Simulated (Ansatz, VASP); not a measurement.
# BePtBr2 in VASP and in Ansatz

File INCAR:

```
SYSTEM = BePtBr2
ALGO = Normal
EDIFF = 1E-6
EDIFFG = -0.01
ENCUT = 600
GGA = PE
IBRION = 2
ISIF = 3
ISMEAR = 0
LASPH = .TRUE.
LCHARG = .FALSE.
LREAL = .FALSE.
LWAVE = .FALSE.
NELM = 100
NSW = 100
PREC = Accurate
SIGMA = 0.1
```

KPOINTS

```
k-points
0
G
  18 18 6
  0 0 0
```

The input POSCAR:

```
BePtBr2
1.0
    3.2025795558      0.0000000000      0.0000000000
   -1.6012897779      2.7735152530      0.0000000000
    0.0000000000      0.0000000000     10.6605339610
Be Pt Br
1 1 2
Direct
    0.0000000000      0.0000000000      0.5000000000
    0.0000000000      0.0000000000      0.0000000000
    0.3333333333      0.6666666667      0.6339568980
    0.6666666667      0.3333333333      0.3660431020
```

Input for Ansatz:

```yaml
crystal:
  lattice:
    - [3.2025795558, 0.0, 0.0]
    - [-1.6012897779, 2.773515253, 0.0]
    - [0.0, 0.0, 10.660533961]
  atoms:
    - { symbol: Be, position: [0.0, 0.0, 0.5] }
    - { symbol: Pt, position: [0.0, 0.0, 0.0] }
    - { symbol: Br, position: [0.3333333333, 0.6666666667, 0.633956898] }
    - { symbol: Br, position: [0.6666666667, 0.3333333333, 0.366043102] }
basis:
  ecutwfc: 420
kpoints:
  mp_grid: { grid: [18, 18, 6] }
hamiltonian:
  xc: pbe
scf:
  occupations: { method: gaussian, width: 0.1 }
output:
  forces: true
  stress: true
  eigenvalues: true
  write_density: true
  write_potential: true
  elf: true
  volumetric_format: npy
relax:
  adjacent_minimum: "off"
  f_tol: 0.01
  max_steps: 80
  cell: { stress_tol: 0.05 }
```

Alike in both runs: task relaxation of cell and atoms; functional PBE; k mesh 18 × 18 × 6; occupations gaussian, width 0.1 eV; no spin polarisation.

```csv
,VASP,Ansatz
version,VASP 6.6.1,Ansatz 0.2.0
potentials or method,"VASP PAW PBE potentials, release 64 (Be, Pt, Br), cutoff 600 eV","scalar-relativistic, plane waves, PAW"
valence electrons in the cell,26,34
```

VASP gave:

- gap on the k mesh at the Fermi level, each at its own relaxed structure (eV): none
- relaxed volume (Å³/atom): 23.71
- relaxed cell length with the largest relative difference (Å): 3.205

Q: What did Ansatz give for the same quantities?

A: gap on the k mesh at the Fermi level, each at its own relaxed structure (eV): none; relaxed volume (Å³/atom): 23.67; relaxed cell length with the largest relative difference (Å): 3.203.

A gap of «none» marks a metal or a gap that the smearing closes. VASP's potentials hold 26 valence electrons a cell and Ansatz's 34, so a difference there can come from the potentials and not from the codes.

Spin-orbit coupling is off throughout.
